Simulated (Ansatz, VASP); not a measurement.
Ti2SiGe2 in VASP and in Ansatz

```
Ti Si Ge
1.0
     1.58483    0.91500    9.85685
    -1.58483    0.91500    9.85685
     0.00000   -1.83000    9.85685
Ti Si Ge
2 1 2
Cartesian
  0.0000 0.0000 5.9971
  0.0000 0.0000 23.5735
  0.0000 0.0000 0.0000
  0.0000 0.0000 11.6652
  0.0000 0.0000 17.9054
```

Change from the starting cell: species swapped into the Bi2TeSe2 type (R-3m, No. 166).

Alike in both runs: functional PBE; k mesh 6 × 6 × 6; occupations gaussian, width 0.1 eV; no spin polarisation.

Ansatz relaxed the structure, and its values are those at the end. VASP's run is a single point on that final structure, the one shown.

```csv
,VASP,Ansatz
version,VASP 6.6.1,Ansatz 0.2.0
potentials or method,"VASP PAW PBE potentials, release 64 (Ti_sv, Si, Ge_d), cutoff 520 eV","scalar-relativistic, plane waves, PAW"
valence electrons in the cell,56,56
```

Ansatz gave:

```
gap on the k mesh at the Fermi level (eV) : none
pressure (GPa)                            : 0.0
rms of the force components (eV/Å)        : 0.004
```

**Question.** Which values does VASP return?

**Answer.** gap on the k mesh at the Fermi level (eV): none; pressure (GPa): 0.0; rms of the force components (eV/Å): 0.006.

A gap of «none» marks a metal or a gap that the smearing closes. With one functional, cell and mesh, what is left measures potentials, basis and numerics.

The k mesh is coarse, so the values compare programs but aren't converged.
